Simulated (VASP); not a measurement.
# CuSi16 (a cell with a defect): single point with PBE

Crystal: CuSi16 (a cell with a defect).

```
Si Cu
1.0
     0.00000    5.43000    5.43000
     5.43000    0.00000    5.43000
     5.43000    5.43000    0.00000
Si Cu
16 1
Direct
  0.00906 0.00525 0.97695
  0.12709 0.12649 0.11123
  0.98573 0.98392 0.48618
  0.10809 0.11323 0.60729
  0.00542 0.49864 0.00152
  0.13686 0.62061 0.12034
  0.00553 0.48089 0.50646
  0.12768 0.61071 0.62801
  0.50036 0.00320 0.00094
  0.62126 0.13361 0.12141
  0.47752 0.00464 0.50936
  0.61106 0.12653 0.62747
  0.50946 0.50413 0.01057
  0.63207 0.63086 0.13254
  0.50101 0.49870 0.50606
  0.62007 0.62048 0.63757
  0.84181 0.84546 0.34088
```

```json
{"Program": "VASP 6.6.1", "Task": "single point", "Functional": "PBE", "Potentials or basis": "VASP PAW PBE potentials, release 64 (Si, Cu)", "Cutoff": "520 eV", "k mesh": "2 × 2 × 2", "Occupations": "fermi-dirac, width 0.02 eV", "Spin": "no spin polarisation", "Dipole correction": "no", "Charge": "1", "Further INCAR settings": "LREAL = Auto; ALGO = Normal; EDIFF = 1e-06; NBANDS = 52; NELECT = 74.0"}
```

| Property | Result |
| --- | --- |
| Largest force | 0.088 eV/Å |

Forces on the atoms (eV/Å):
```
Si  -0.011  0.004 -0.066
Si   0.006  0.026 -0.002
Si   0.055  0.046  0.051
Si  -0.014  0.003 -0.007
Si   0.000 -0.002  0.000
Si  -0.014 -0.039  0.060
Si   0.008 -0.015  0.004
Si   0.012 -0.004  0.014
Si  -0.002 -0.016 -0.008
Si  -0.009 -0.005  0.015
Si  -0.053  0.007 -0.012
Si  -0.003  0.028  0.008
Si   0.002 -0.024  0.001
Si  -0.022 -0.017 -0.021
Si   0.002 -0.004 -0.001
Si   0.044 -0.030 -0.019
Cu   0.000  0.041 -0.016
```

Levels at points of the mesh, in eV from the Fermi level:
```
           k point  band 34  band 35  band 36  band 37  band 38  band 39  band 40  band 41
(0.00, 0.00, 0.00)    -1.05    -0.65    -0.18    -0.03     0.03     0.35     0.59     0.61
(0.50, 0.00, 0.00)    -0.96    -0.91    -0.87    -0.78     0.52     1.13     1.23     1.31
(0.00, 0.50, 0.00)    -0.97    -0.91    -0.87    -0.74     0.55     1.12     1.23     1.31
(0.00, 0.00, 0.50)    -0.96    -0.91    -0.87    -0.78     0.52     1.13     1.23     1.31
(0.50, 0.50, 0.50)    -0.92    -0.90    -0.61    -0.54     0.52     0.97     1.35     1.37
(0.50, 0.50, 0.00)    -1.52    -1.50    -1.43    -1.12     0.66     0.97     1.92     2.04
(0.00, 0.50, 0.50)    -1.52    -1.50    -1.43    -1.12     0.66     0.97     1.92     2.04
(0.50, 0.00, 0.50)    -1.54    -1.47    -1.44    -1.11     0.65     0.97     1.91     2.05
```

Wall time 3.9 min on 1 thread of Intel(R) Xeon(R) 6975P-C (Granite Rapids) (shared host), peak memory 0.48 GiB.

Caveat: the k points lie up to 0.50 Å⁻¹ apart; the cell carries a net charge on a neutralising background, which shifts energy and pressure; the cell is charged against a uniform background, so pressure and absolute levels hang on convention.
